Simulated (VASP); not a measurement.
**GaO3: relaxation of cell and atoms with PBE**

GaO3:

```
Ga O
1.0
     3.81530    0.00000    0.00000
     0.00000    3.81530    0.00000
     0.00000    0.00000    3.81530
Ga O
1 3
Direct
  0.00000 0.00000 0.00000
  0.50000 0.00000 0.00000
  0.00000 0.50000 0.00000
  0.00000 0.00000 0.50000
```

```json
{
 "Program": "VASP 6.6.1",
 "Task": "relaxation of cell and atoms",
 "Functional": "PBE",
 "Potentials or basis": "VASP PAW PBE potentials, release 64 (Ga_d, O)",
 "Cutoff": "600 eV",
 "k mesh": "4 × 4 × 4",
 "Occupations": "gaussian, width 0.1 eV",
 "Spin": "collinear spin, ferromagnetic start",
 "Starting moments": "[0.0, 1.0, 1.0, 1.0] μB",
 "Dipole correction": "no",
 "Further INCAR settings": "ALGO = Normal; EDIFF = 1e-07; IBRION = 2; EDIFFG = -0.04; NSW = 90; ISIF = 3"
}
```

```
Relaxed volume                                        : 14.88 Å³/atom
Relaxed cell                                          : a = 3.905 Å, b = 3.905 Å, c = 3.905 Å, α = 90.00°, β = 90.00°, γ = 90.00°
Space group after relaxing (to 0.05 Å)                : Pm-3m (No. 221)
Energy gained by relaxing                             : 20.8 meV/atom
Ionic steps                                           : 3
Pressure after relaxing                               : 0.0 GPa
Band gap on the k mesh                                : zero (filled and empty bands overlap)
Net moment                                            : 3.00 μB per cell
Site moments                                          : Ga -0.07; O +0.84 μB
Valence electrons inside the program's atomic spheres : Ga 11.67; O 4.82
```

The path:
```
step  energy change (eV)  largest force (eV/Å)  pressure (GPa)  volume (Å³)
   1              0.0000                0.0000            6.80        55.54
   2             -0.0794                0.0000           -1.37        60.41
   3             -0.0834                0.0000           -0.05        59.53
```

Final structure:
```yaml
crystal:
  lattice:
    - [3.90460, 0.00000, 0.00000]
    - [0.00000, 3.90460, 0.00000]
    - [0.00000, 0.00000, 3.90460]
  atoms:
    - { symbol: Ga, position: [0.00000, 0.00000, 0.00000] }
    - { symbol: O, position: [0.50000, 0.00000, 0.00000] }
    - { symbol: O, position: [0.00000, 0.50000, 0.00000] }
    - { symbol: O, position: [0.00000, 0.00000, 0.50000] }
```

Levels at points of the mesh, in eV from the Fermi level:
Spin up:
```tsv
k point	band 13	band 14	band 15	band 16	band 17	band 18	band 19	band 20	band 21
(0.00, 0.00, 0.00)	-1.74	-1.74	-1.48	-1.48	-1.48	3.53	7.92	14.58	14.58
(0.50, 0.00, 0.00)	-2.05	-2.05	-1.94	-1.57	-1.57	6.73	9.42	11.84	13.67
(0.50, 0.50, 0.00)	-2.38	-2.02	-2.02	-1.06	-0.93	9.03	10.64	10.71	10.71
(0.50, 0.50, 0.50)	-1.04	-1.04	-0.93	-0.93	-0.93	9.96	10.16	10.16	10.16
```
Spin down:
| k point | band 11 | band 12 | band 13 | band 14 | band 15 | band 16 | band 17 | band 18 |
| --- | --- | --- | --- | --- | --- | --- | --- | --- |
| (0.00, 0.00, 0.00) | -4.12 | 0.22 | 0.22 | 0.22 | 0.23 | 0.23 | 0.23 | 3.91 |
| (0.50, 0.00, 0.00) | -3.37 | -1.21 | -0.20 | -0.20 | -0.03 | 0.25 | 0.25 | 7.27 |
| (0.50, 0.50, 0.00) | -1.81 | -0.60 | -0.60 | -0.19 | -0.15 | -0.15 | 1.17 | 9.58 |
| (0.50, 0.50, 0.50) | -1.70 | -1.70 | -0.18 | -0.18 | 1.18 | 1.18 | 1.18 | 10.29 |

Wall time 68 s on 1 thread of Intel(R) Xeon(R) Platinum 8488C (Sapphire Rapids), on a shared host, peak memory 0.19 GiB.

Caveat: the k points lie up to 0.40 Å⁻¹ apart in the final cell.
